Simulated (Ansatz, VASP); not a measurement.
**Nb3C in VASP and in Ansatz**

```xyz
4
Lattice="0.0000 3.0972 3.0972 3.0972 0.0000 3.0972 3.0972 3.0972 0.0000" Properties=species:S:1:pos:R:3 pbc="T T T"
Nb    0.0000    0.0000    0.0000
Nb    1.5486    1.5486    1.5486
Nb    4.6458    4.6458    4.6458
C     3.0972    3.0972    3.0972
```

Alike in both runs: functional PBE; k mesh 14 × 14 × 14; occupations gaussian, width 0.1 eV; no spin polarisation.

Ansatz relaxed the structure, and its values are those at the end. VASP's run is a single point on that final structure, the one shown.

|  | VASP | Ansatz |
| --- | --- | --- |
| version | VASP 6.6.1 | Ansatz 0.2.0 |
| potentials or method | VASP PAW PBE potentials, release 64 (Nb_sv, C), cutoff 520 eV | scalar-relativistic, plane waves, PAW |
| valence electrons in the cell | 43 | 43 |

```tsv
	VASP	Ansatz	Ansatz less VASP
gap on the k mesh at the Fermi level (eV)	none	none	-
pressure (GPa)	-0.2	0.0	+0.22
```

A gap of «none» marks a metal or a gap that the smearing closes.
